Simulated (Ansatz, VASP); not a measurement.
Two plane-wave programs on MgCdSe

Contents of INCAR:

```
SYSTEM = MgCdSe
PREC = Accurate
ENCUT = 600
EDIFF = 1E-7
ISMEAR = 0
SIGMA = 0.1
LREAL = .FALSE.
LASPH = .TRUE.
NELM = 60
ALGO = Normal
ISIF = 3
LWAVE = .FALSE.
LCHARG = .FALSE.
GGA = PE
IBRION = 2
NSW = 90
EDIFFG = -0.04
```

The input KPOINTS:

```
Automatic mesh
0
G
  6 6 6
  0 0 0
```

The input POSCAR:

```
MgCdSe
1.0
    4.7748226465      0.0000000000      0.0000000000
   -2.3874113232      4.1351177104      0.0000000000
    0.0000000000      0.0000000000      3.6044031983
Mg Cd Se
1 1 1
Direct
    0.6666666667      0.3333333333      0.5000000000
    0.3333333333      0.6666666667      0.0000000000
    0.0000000000      0.0000000000      0.0000000000
```

Input for Ansatz:

```yaml
crystal:
  lattice:
    - [4.7748226465, 0.0, 0.0]
    - [-2.3874113232, 4.1351177104, 0.0]
    - [0.0, 0.0, 3.6044031983]
  atoms:
    - { symbol: Mg, position: [0.6666666667, 0.3333333333, 0.5] }
    - { symbol: Cd, position: [0.3333333333, 0.6666666667, 0.0] }
    - { symbol: Se, position: [0.0, 0.0, 0.0] }
basis:
  ecutwfc: 420
kpoints:
  mp_grid: { grid: [6, 6, 6] }
hamiltonian:
  xc: pbe
scf:
  occupations: { method: gaussian, width: 0.1 }
  lower_state_search: "off"
output:
  forces: true
  stress: true
  eigenvalues: true
relax:
  adjacent_minimum: "off"
  f_tol: 0.04
  max_steps: 70
  cell: { stress_tol: 0.4 }
```

Change from the starting cell: species swapped into the PrNiAs type (P-6m2, No. 187).

Alike in both runs: task relaxation of cell and atoms; functional PBE; k mesh 6 × 6 × 6; occupations gaussian, width 0.1 eV; no spin polarisation.

|  | VASP | Ansatz |
| --- | --- | --- |
| version | VASP 6.6.1 | Ansatz 0.2.0 |
| potentials or method | VASP PAW PBE potentials, release 64 (Mg, Cd, Se), cutoff 600 eV | scalar-relativistic, plane waves, PAW |
| valence electrons in the cell | 20 | 46 |

|  | VASP | Ansatz | Ansatz less VASP |
| --- | --- | --- | --- |
| gap on the k mesh at the Fermi level, each at its own relaxed structure (eV) | none | none | - |
| relaxed volume (Å³/atom) | 24.13 | 23.81 | -0.313 |
| relaxed cell length with the largest relative difference (Å) | 3.732 | 3.710 | -0.0216 |

A gap of «none» marks a metal or a gap that the smearing closes. VASP's potentials hold 20 valence electrons a cell and Ansatz's 46, so a difference there can come from the potentials and not from the codes.
